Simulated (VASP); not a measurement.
Here is a VASP 6.6.1 calculation.

The input INCAR:

```
SYSTEM = SnSe2
PREC = Accurate
ENCUT = 520
EDIFF = 1E-7
ISMEAR = 0
SIGMA = 0.05
LREAL = .FALSE.
LASPH = .TRUE.
NELM = 100
ALGO = Normal
ISIF = 2
LWAVE = .FALSE.
LCHARG = .FALSE.
GGA = PE
NBANDS = 20
```

Contents of KPOINTS:

```
Automatic mesh
0
G
  12 12 6
  0 0 0
```

Contents of POSCAR:

```
SnSe2
1.0
    3.8109987816      0.0000000000      0.0000000000
   -1.9054993908      3.3004217586      0.0000000000
    0.0000000000      0.0000000000      6.1370000000
Sn Se
1 2
Direct
    0.0000000000      0.0000000000      0.0000000000
    0.2546138120      0.6666666667      0.3477676389
    0.6666666667      0.3333333333      0.7500000000
```

Potentials or basis: VASP PAW PBE potentials, release 64 (Sn_d, Se).

Run with:

```console
$ cat potpaw_PBE.64/Sn_d/POTCAR potpaw_PBE.64/Se/POTCAR > POTCAR
$ mpirun -np 1 vasp_std > vasp.out
```

Question: Estimate the band gap on the k mesh.

Answer: Zero (bands 13 and 14 overlap by 1.04 eV).

Question: Predict the pressure.

Answer: 0.5 GPa.

Question: Estimate the largest force.

Answer: 2.096 eV/Å.

Stress tensor (GPa, compression positive):
```
 2.41  0.37 -0.03
 0.37  2.43 -0.23
-0.03 -0.23 -3.36
```

Caveat: the cell differs from its parent crystal (atom 2 (Se) moved by (-0.300, +0.600) A along x and z); the stress differs along the axes, from -3 to 2 GPa; spin-orbit coupling is left out, which moves the levels of the heavy elements; forces of over 1 eV/Å act on the atoms, so gaps and moduli don't describe the material at rest.
